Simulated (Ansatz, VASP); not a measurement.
## One calculation of Pd2PtS3, two programs

```
Pd Pt S
1.0
     4.89520    0.00000    0.00000
    -2.44760    4.23937    0.00000
     0.00000    0.00000    4.66796
Pd Pt S
2 1 3
Direct
  0.33333 0.66667 0.50000
  0.66667 0.33333 0.50000
  0.00000 0.00000 0.50000
  0.33333 0.66667 0.00000
  0.66667 0.33333 0.00000
  0.00000 0.00000 0.00000
```

Alike in both runs: task single point; functional PBE; k mesh 6 × 6 × 4; occupations gaussian, width 0.1 eV; collinear spin.

```csv
,VASP,Ansatz
version,VASP 6.6.1,Ansatz 0.2.0
potentials or method,"VASP PAW PBE potentials, release 64 (Pd, Pt, S), cutoff 520 eV","scalar-relativistic, plane waves, PAW"
valence electrons in the cell,48,72
```

Ansatz gave:

```
gap on the k mesh at the Fermi level (eV)                     : none
pressure (GPa)                                                : 0.0
traceless stress, the component that is largest in VASP (GPa) : -0.01
net moment per atom (μB)                                      : 0.00
```

Q: What did VASP give for the same quantities?

A: gap on the k mesh at the Fermi level (eV): none; pressure (GPa): -0.2; traceless stress, the component that is largest in VASP (GPa): 0.06; net moment per atom (μB): 0.00.

A gap of «none» marks a metal or a gap that the smearing closes. The functional is the same, so the differences come from potentials, cutoffs and numerics. VASP's potentials hold 48 valence electrons a cell and Ansatz's 72, so a difference there can come from the potentials and not from the codes. Ansatz's warnings: seeded moment not kept.

Spin-orbit coupling is off throughout.
